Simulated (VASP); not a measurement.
# PbO2 (R-3m) in VASP: notebook

PbO2 is run at these levels: PBE, r2SCAN; tasks: single point, relaxation of shape and atoms at fixed volume.

Everything below comes from runs of VASP 6.6.1. Logs are shortened: lines on timing, memory, paths and dates and some standing lists are left out, and cuts for length are marked.

**1. The cell of the first run**

The structure is trigonal, space group R-3m (No. 166). The conventional cell has a = 3.440 Å, b = 3.440 Å, c = 13.931 Å, α = 90.00°, β = 90.00°, γ = 120.00°. Pb (site symmetry -3m) has 6 O at 2.24 Å within 3.0 Å. O (site symmetry 3m) has 3 Pb at 2.24 Å and 3 O at 2.88 Å within 3.0 Å.

**2. Single point, PBE (15.86 Å³/atom)**

Contents of INCAR:

```
  PREC = Accurate
  ENCUT = 520
  EDIFF = 1E-6
  ISMEAR = 0
  SIGMA = 0.05
  LREAL = False
  LASPH = True
  NELM = 80
  ALGO = Normal
  ISIF = 2
  LWAVE = False
  LCHARG = False
  GGA = PE
  NBANDS = 20
```

Contents of KPOINTS:

```
regular mesh
0
Gamma
  12 12 12
```

Contents of POSCAR:

```
PbO2
1.0
    1.7198562854      0.9929594893      4.6435685464
   -1.7198562854      0.9929594893      4.6435685464
    0.0000000000     -1.9859189787      4.6435685464
Pb O
1 2
Direct
    0.0000000000      0.0000000000      0.0000000000
    0.2583424410      0.2583424410      0.2583424410
    0.7416575590      0.7416575590      0.7416575590
```

Potentials or basis: VASP PAW PBE potentials, release 64 (Pb_d, O).

Launch:

```
$ cat potpaw_PBE.64/Pb_d/POTCAR potpaw_PBE.64/O/POTCAR > POTCAR
$ mpirun -np 1 vasp_std > vasp.out
```

OUTCAR:

```text
PREC = Accurate
   ENCUT = 520
   EDIFF = 1E-6
   ISMEAR = 0
   LREAL = False
   LASPH = True
   NELM = 80
   ISIF = 2
   GGA = PE

 ion  position               nearest neighbor table
   1  0.000  0.000  0.000-   3 2.24   2 2.24   3 2.24   3 2.24   2 2.24   2 2.24
   2  0.258  0.258  0.258-   1 2.24   1 2.24   1 2.24
   3  0.742  0.742  0.742-   1 2.24   1 2.24   1 2.24

  LATTYP: Found a trigonal (rhomboedric) cell.
 ALAT       =     5.0504062247
 COS(alpha) =     0.7680674578

  Lattice vectors:

 A1 = (   1.7198562854,   0.9929594893,   4.6435685464)
 A2 = (  -1.7198562854,   0.9929594893,   4.6435685464)
 A3 = (   0.0000000000,  -1.9859189787,   4.6435685464)

Analysis of symmetry for initial positions (statically):
=====================================================================
 Subroutine PRICEL returns:
 Original cell was already a primitive cell.

 Routine SETGRP: Setting up the symmetry group for a
 trigonal (rhombohedral) supercell.

 Subroutine GETGRP returns: Found 12 space group operations
 (whereof 12 operations were pure point group operations)
 out of a pool of 12 trial point group operations.

The static configuration has the point symmetry D_3d.

Analysis of symmetry for dynamics (positions and initial velocities):
=====================================================================
 Subroutine PRICEL returns:
 Original cell was already a primitive cell.

 Routine SETGRP: Setting up the symmetry group for a
 trigonal (rhombohedral) supercell.

 Subroutine GETGRP returns: Found 12 space group operations
 (whereof 12 operations were pure point group operations)
 out of a pool of 12 trial point group operations.

The dynamic configuration has the point symmetry D_3d.

 Subroutine INISYM returns: Found 12 space group operations
 (whereof 12 operations are pure point group operations),
 and found     1 'primitive' translations

----------------------------------------------------------------------------------------

                                     Primitive cell

  volume of cell :      47.5803

  direct lattice vectors                    reciprocal lattice vectors
     1.719856285  0.992959489  4.643568546     0.290721966  0.167848405  0.071783873
    -1.719856285  0.992959489  4.643568546    -0.290721966  0.167848405  0.071783873
     0.000000000 -1.985918979  4.643568546     0.000000000 -0.335696810  0.071783873

  length of vectors
     5.050406225  5.050406225  5.050406225     0.343285993  0.343285993  0.343285993

  position of ions in fractional coordinates (direct lattice)
     0.000000000  0.000000000  0.000000000
     0.258342441  0.258342441  0.258342441
     0.741657559  0.741657559  0.741657559

  ion indices of the primitive-cell ions
   primitive index   ion index
                 1           1
                 2           2
                 3           3

----------------------------------------------------------------------------------------

 KPOINTS: regular mesh

Automatic generation of k-mesh.
 Grid dimensions read from file:
 generate k-points for:   12   12   12

 Generating k-lattice:

  Cartesian coordinates                     Fractional coordinates (reciprocal lattice)
     0.024226830  0.013987367  0.005981989     0.083333333  0.000000000 -0.000000000
    -0.024226830  0.013987367  0.005981989     0.000000000  0.083333333 -0.000000000
     0.000000000 -0.027974734  0.005981989     0.000000000  0.000000000  0.083333333

  Length of vectors
     0.028607166  0.028607166  0.028607166

  Shift w.r.t. Gamma in fractional coordinates (k-lattice)
     0.000000000  0.000000000  0.000000000

 Subroutine IBZKPT returns following result:
 ===========================================

 Found    189 irreducible k-points:

 Following reciprocal coordinates:
            Coordinates               Weight
  0.000000  0.000000  0.000000      1.000000
  0.083333 -0.000000 -0.000000      6.000000
  0.166667 -0.000000 -0.000000      6.000000
  0.250000 -0.000000 -0.000000      6.000000
  0.333333 -0.000000 -0.000000      6.000000
  0.416667  0.000000  0.000000      6.000000
[... 16 lines left out ...]
  0.500000  0.166667 -0.000000     12.000000
 -0.416667  0.166667  0.000000     12.000000
 [... further k-points ...]
   k-points           NKPTS =    189   k-points in BZ     NKDIM =    189   number of bands    NBANDS=     20
   number of dos      NEDOS =    301   number of ions     NIONS =      3
   total plane-waves  NPLWV =  64000
   dimension x,y,z NGX =    40 NGY =   40 NGZ =   40
   dimension x,y,z NGXF=    80 NGYF=   80 NGZF=   80
   ions per type =               1   2
   NGX,Y,Z   is equivalent  to a cutoff of  13.17, 13.17, 13.17 a.u.
   NGXF,Y,Z  is equivalent  to a cutoff of  26.33, 26.33, 26.33 a.u.
 SYSTEM =  unknown system
   PREC   = accura    normal or accurate (medium, high low for compatibility)
   ISTART =      0    job   : 0-new  1-cont  2-samecut
   ICHARG =      2    charge: 1-file 2-atom 10-const
   ISPIN  =      1    spin polarized calculation?
   LNONCOLLINEAR =      F non collinear calculations
   LSORBIT =      F    spin-orbit coupling
   LASPH  =      T    aspherical Exc in radial PAW
   ENCUT  =  520.0 eV  38.22 Ry    6.18 a.u.   9.39  9.39  9.39*2*pi/ulx,y,z
   NELM   =     80;   NELMIN=  2; NELMDL= -5     # of ELM steps
   EDIFF  = 0.1E-05   stopping-criterion for ELM
   LREAL  =      F    real-space projection
   EDIFFG = 0.1E-04   stopping-criterion for IOM
   NSW    =      0    number of steps for IOM
   IBRION =     -1    ionic relax: 0-MD 1-quasi-New 2-CG
   NFREE  =      0    steps in history (QN), initial steepest desc. (CG)
   ISIF   =      2    stress and relaxation
   ISYM   =      2    0-nonsym 1-usesym 2-fastsym
   POTIM  = 0.5000    time-step for ionic-motion
   TEBEG  =    0.0;   TEEND  =   0.0 temperature during run
   PSTRESS=    0.0 pullay stress
   NELECT =      26.0000    total number of electrons
   NUPDOWN=      -1.0000    fix difference up-down
   EMIN   =  10.00;   EMAX   =-10.00  energy-range for DOS
   EFERMI =   0.00;   METHOD = LEGACY
   ISMEAR =     0;   SIGMA  =   0.05  broadening in eV -4-tet -1-fermi 0-gaus
   EFERMI_NEDOS =   21; number of points for ismear=-14 and -15
   IALGO  =     38    algorithm
   IMIX   =      4    mixing-type and parameters
     AMIX     =   0.40;   BMIX     =  1.00
     AMIX_MAG =   1.60;   BMIX_MAG =  1.00
  volume/ion in A,a.u.               =      15.86       107.03
  Fermi-wavevector in a.u.,A,eV,Ry     =   1.338414  2.529235 24.372810  1.791351
  Thomas-Fermi vector in A             =   2.466886
   LORBIT       =      0    0 simple, 1 ext, 2 COOP (PROOUT), +10 PAW based schemes
   GGA     = PE    functional components
   LHFCALC =     F    Hartree Fock is set to
   AEXX    =    0.0000 exact exchange contribution
   IVDW    =     0    specifies the selected vdW correction
   LEPSILON=     F    determine dielectric tensor
   LRPA    =     F    only Hartree local field effects (RPA)
 non-spin polarized calculation
 Gauss-broadening in eV      SIGMA  =   0.05
  energy-cutoff  :      520.00
  volume of cell :       47.58
 maximum number of plane-waves:      1301
 NGX is ok and might be reduce to    40
   NGX = 19   NGY = 19   NGZ = 19

 number of electron      26.0000000 magnetization

 Free energy of the ion-electron system (eV)
  ---------------------------------------------------
  ext. energy  EPLUGINS =         0.00000000
  ---------------------------------------------------
  free energy    TOTEN  =       -15.67837715 eV

  energy without entropy =      -15.67837714  energy(sigma->0) =      -15.67837715

 E-fermi :   3.0638     XC(G=0):  -9.9099

 val. band max:        2.9081811640   @ k =   0.5000   0.5000  -0.0000
 cond. band min:       3.2038567756   @ k =   0.0000   0.0000   0.0000
 fundamental gap:      0.2956756115
 Fermi energy:         3.0638348925

 k-point     1 :       0.0000    0.0000    0.0000
  band No.  band energies     occupation
      1     -14.9827      2.00000
      2     -13.0570      2.00000
      3     -12.4478      2.00000
      4     -12.4478      2.00000
      5     -12.1836      2.00000
      6     -12.1521      2.00000
[... 12 lines left out ...]
     19      19.0206      0.00000
     20      19.7918      0.00000

 k-point     2 :       0.0833   -0.0000   -0.0000
  band No.  band energies     occupation
      1     -14.9182      2.00000
      2     -13.3524      2.00000
      3     -12.4268      2.00000
      4     -12.2548      2.00000
      5     -12.1778      2.00000
      6     -12.1539      2.00000
[... 12 lines left out ...]
     19      18.0067      0.00000
     20      19.7186      0.00000

 k-point     3 :       0.1667   -0.0000   -0.0000
  band No.  band energies     occupation
      1     -14.7448      2.00000
      2     -13.7597      2.00000
      3     -12.3733      2.00000
      4     -12.2434      2.00000
      5     -12.1595      2.00000
      6     -12.1539      2.00000
[... 12 lines left out ...]
     19      16.9274      0.00000
     20      19.6371      0.00000

 k-point     4 :       0.2500   -0.0000   -0.0000
  band No.  band energies     occupation
      1     -14.5707      2.00000
      2     -14.0114      2.00000
      3     -12.3186      2.00000
      4     -12.2771      2.00000
      5     -12.1362      2.00000
      6     -12.1331      2.00000
[... 12 lines left out ...]
     19      16.1311      0.00000
     20      19.0905      0.00000

 k-point     5 :       0.3333   -0.0000   -0.0000
  band No.  band energies     occupation
      1     -14.6311      2.00000
      2     -13.8970      2.00000
      3     -12.3200      2.00000
      4     -12.2963      2.00000
      5     -12.1169      2.00000
      6     -12.0769      2.00000
[... 12 lines left out ...]
     19      15.6414      0.00000
     20      17.7446      0.00000

 k-point     6 :       0.4167    0.0000    0.0000
  band No.  band energies     occupation
      1     -14.7610      2.00000
      2     -13.6594      2.00000
      3     -12.3604      2.00000
      4     -12.2953      2.00000
      5     -12.1071      2.00000
      6     -12.0185      2.00000
[... 12 lines left out ...]
     19      15.4869      0.00000
     20      16.7334      0.00000

 k-point     7 :       0.5000   -0.0000   -0.0000
  band No.  band energies     occupation
      1     -14.8115      2.00000
      2     -13.5536      2.00000
      3     -12.3791      2.00000
      4     -12.2968      2.00000
      5     -12.1049      2.00000
      6     -11.9948      2.00000
[... 12 lines left out ...]
     19      15.6196      0.00000
     20      16.2636      0.00000
[... 277 lines left out ...]
 k-point    20 :       0.2500    0.1667    0.0000
  band No.  band energies     occupation
      1     -14.5765      2.00000
      2     -14.0130      2.00000
      3     -12.3157      2.00000
      4     -12.2514      2.00000
      5     -12.1696      2.00000
      6     -12.1192      2.00000
[... 12 lines left out ...]
     19      16.1418      0.00000
     20      19.1046      0.00000

 k-point    21 :       0.3333    0.1667   -0.0000
  band No.  band energies     occupation
      1     -14.3844      2.00000
      2     -14.2491      2.00000
      3     -12.2643      2.00000
      4     -12.2606      2.00000
      5     -12.1056      2.00000
      6     -12.0794      2.00000
[... 12 lines left out ...]
     19      15.9912      0.00000
     20      18.1203      0.00000

 k-point    22 :       0.4167    0.1667    0.0000
  band No.  band energies     occupation
      1     -14.5012      2.00000
      2     -14.1304      2.00000
      3     -12.2896      2.00000
      4     -12.2283      2.00000
      5     -12.0795      2.00000
      6     -11.9176      2.00000
[... 12 lines left out ...]
     19      16.2481      0.00000
     20      17.1896      0.00000

 k-point    23 :       0.5000    0.1667   -0.0000
  band No.  band energies     occupation
      1     -14.6338      2.00000
      2     -13.9795      2.00000
      3     -12.3126      2.00000
      4     -12.1840      2.00000
      5     -12.0901      2.00000
      6     -11.7450      2.00000
[... 12 lines left out ...]
     19      16.4535      0.00000
     20      16.6994      0.00000

 k-point    24 :      -0.4167    0.1667    0.0000
  band No.  band energies     occupation
      1     -14.6764      2.00000
      2     -13.9301      2.00000
      3     -12.3215      2.00000
      4     -12.1464      2.00000
      5     -12.1156      2.00000
      6     -11.6743      2.00000
[... 12 lines left out ...]
     19      16.0159      0.00000
     20      16.9184      0.00000

 [... further k-points ...]

------------------------ aborting loop because EDIFF is reached ----------------------------------------

  FORCE on cell =-STRESS in cart. coord.  units (eV):
  Direction    XX          YY          ZZ          XY          YZ          ZX
  --------------------------------------------------------------------------------------
  -------------------------------------------------------------------------------------
  Total       -0.0181228     -0.0181228     -0.1094710      0.0000000      0.0000000      0.0000000
  in kB       -0.6102532     -0.6102532     -3.6862338      0.0000000      0.0000000      0.0000000
  external PRESSURE =      -1.6355800 kB  Pullay stress =       0.0000000 kB

 VOLUME and BASIS-vectors are now :
 -----------------------------------------------------------------------------
  energy-cutoff  :      520.00
  volume of cell :       47.58
      direct lattice vectors                 reciprocal lattice vectors
     1.719856285  0.992959489  4.643568546     0.290721966  0.167848405  0.071783873
    -1.719856285  0.992959489  4.643568546    -0.290721966  0.167848405  0.071783873
     0.000000000 -1.985918979  4.643568546     0.000000000 -0.335696810  0.071783873

 POSITION                                       TOTAL-FORCE (eV/Angst)
 -----------------------------------------------------------------------------------
      0.00000      0.00000      0.00000         0.000000      0.000000     -0.000000
      0.00000     -0.00000      3.59889         0.000000      0.000000     -0.033277
      0.00000     -0.00000     10.33181         0.000000     -0.000000      0.033277
 -----------------------------------------------------------------------------------
    total drift:                                0.000000      0.000000     -0.000000

  FREE ENERGIE OF THE ION-ELECTRON SYSTEM (eV)
  ---------------------------------------------------
  free  energy   TOTEN  =       -15.6783771539 eV

  energy  without entropy=      -15.6783771401  energy(sigma->0) =      -15.67837715
```

It took 9.3 min on 1 thread of AMD EPYC, shared host; peak memory 0.32 GiB.

Results:

| Quantity | Value |
| --- | --- |
| Free energy | -15.6784 eV |
| Pressure | -0.2 GPa |
| Largest force | 0.033 eV/Å |
| Band gap on the k mesh | 0.30 eV (least direct gap 0.40 eV) |

Forces on the atoms (eV/Å):
```
Pb   0.000  0.000  0.000
O    0.000  0.000 -0.033
O    0.000  0.000  0.033
```

Levels at points of the mesh, in eV from the valence-band top:
| k point | band 11 | band 12 | band 13 | band 14 | band 15 | band 16 |
| --- | --- | --- | --- | --- | --- | --- |
| (0.00, 0.00, 0.00) | -0.66 | -0.66 | -0.11 | 0.30 | 5.16 | 10.02 |
| (0.50, 0.00, 0.00) | -1.53 | -0.60 | -0.50 | 3.11 | 7.06 | 8.76 |
| (0.50, 0.50, 0.00) | -1.02 | -0.27 | 0.00 | 2.81 | 6.09 | 9.47 |
| (0.50, 0.50, 0.50) | -1.40 | -0.57 | -0.57 | 1.83 | 5.04 | 10.30 |

Caveat: spin-orbit coupling is left out, which moves the levels of the heavy elements.

**3. Single point, PBE (16.32 Å³/atom)**

This run uses another cell than the first one, of 16.32 Å³/atom.

Contents of INCAR:

```
PREC = Accurate
ENCUT = 520
EDIFF = 1E-6
ISMEAR = 0
SIGMA = 0.05
LREAL = F
LASPH = T
NELM = 60
ALGO = Normal
ISIF = 2
LWAVE = F
LCHARG = F
GGA = PE
NBANDS = 20
```

Contents of KPOINTS:

```
Automatic mesh
0
Gamma
  12 12 12
```

Contents of POSCAR:

```
PbO2
1.0
    1.7177072474      0.9917187417      4.7894795020
   -1.7177072474      0.9917187417      4.7894795020
    0.0000000000     -1.9834374834      4.7894795020
Pb O
1 2
Direct
    0.0000000000      0.0000000000      0.0000000000
    0.2603285920      0.2603285920      0.2603285920
    0.7396714080      0.7396714080      0.7396714080
```

Potentials or basis: VASP PAW PBE potentials, release 64 (Pb_d, O).

Launch:

```
$ cat potpaw_PBE.64/Pb_d/POTCAR potpaw_PBE.64/O/POTCAR > POTCAR
$ mpirun -np 1 vasp_std > vasp.out
```

Run time: 9.6 min. Hardware: 1 thread of AMD EPYC, shared host; peak memory 0.32 GiB.

It converged, with:

* Free energy: -15.6745 eV
* Pressure: -0.3 GPa
* Largest force: 0.033 eV/Å
* Band gap on the k mesh: 0.42 eV (least direct gap 0.57 eV)

Forces in eV/Å, atoms in the order of the input:
```
Pb   0.000  0.000  0.000
O    0.000  0.000 -0.033
O    0.000  0.000  0.033
```

Stress tensor (GPa, compression positive):
```
-0.19  0.00  0.00
 0.00 -0.19  0.00
 0.00  0.00 -0.47
```

Levels at points of the mesh, in eV from the valence-band top:
```csv
k point,band 10,band 11,band 12,band 13,band 14,band 15,band 16,band 17
"(0.00, 0.00, 0.00)",-1.31,-0.60,-0.60,-0.15,0.42,5.19,10.11,10.11
"(0.50, 0.00, 0.00)",-2.66,-1.44,-0.50,-0.44,3.12,7.02,8.80,11.43
"(0.50, 0.50, 0.00)",-2.79,-1.04,-0.26,0.00,2.87,6.14,9.44,10.54
"(0.50, 0.50, 0.50)",-1.40,-1.27,-0.53,-0.53,1.76,5.01,10.33,10.33
```

Caveat: spin-orbit coupling is left out, which moves the levels of the heavy elements.

(Part 1 of 2 ends here.)
